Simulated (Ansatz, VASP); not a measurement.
Si3AsF: VASP beside Ansatz

```xyz
5
Lattice="4.1360 0.0000 0.0000 -2.0680 3.5819 0.0000 0.0000 0.0000 4.9641" Properties=species:S:1:pos:R:3 pbc="T T T"
Si    2.0680    1.1940    1.2357
Si    2.0680    1.1940    3.7284
Si    0.0000    0.0000    0.0000
As    0.0000    0.0000    2.4820
F     0.0000    2.3879    0.0000
```

Change from the starting cell: species swapped into the GaFe3As type (P-6m2, No. 187).

Alike in both runs: task single point; functional PBE; k mesh 6 × 6 × 4; occupations gaussian, width 0.1 eV; no spin polarisation.

|  | VASP | Ansatz |
| --- | --- | --- |
| version | VASP 6.6.1 | Ansatz 0.2.0 |
| potentials or method | VASP PAW PBE potentials, release 64 (Si, As, F), cutoff 520 eV | scalar-relativistic, plane waves, PAW |
| valence electrons in the cell | 24 | 34 |

Ansatz gave:

| Property | Result |
| --- | --- |
| gap on the k mesh at the Fermi level (eV) | none |
| pressure (GPa) | 11.2 |
| traceless stress, the component that is largest in VASP (GPa) | 0.79 |
| rms of the force components (eV/Å) | 0.147 |

Q: Estimate VASP's values.

A: gap on the k mesh at the Fermi level (eV): none; pressure (GPa): 11.2; traceless stress, the component that is largest in VASP (GPa): 0.84; rms of the force components (eV/Å): 0.149.

Atom by atom the forces differ by 0.002 eV/Å (rms over components). A gap of «none» marks a metal or a gap that the smearing closes. VASP's potentials hold 24 valence electrons a cell and Ansatz's 34, so a difference there can come from the potentials and not from the codes.
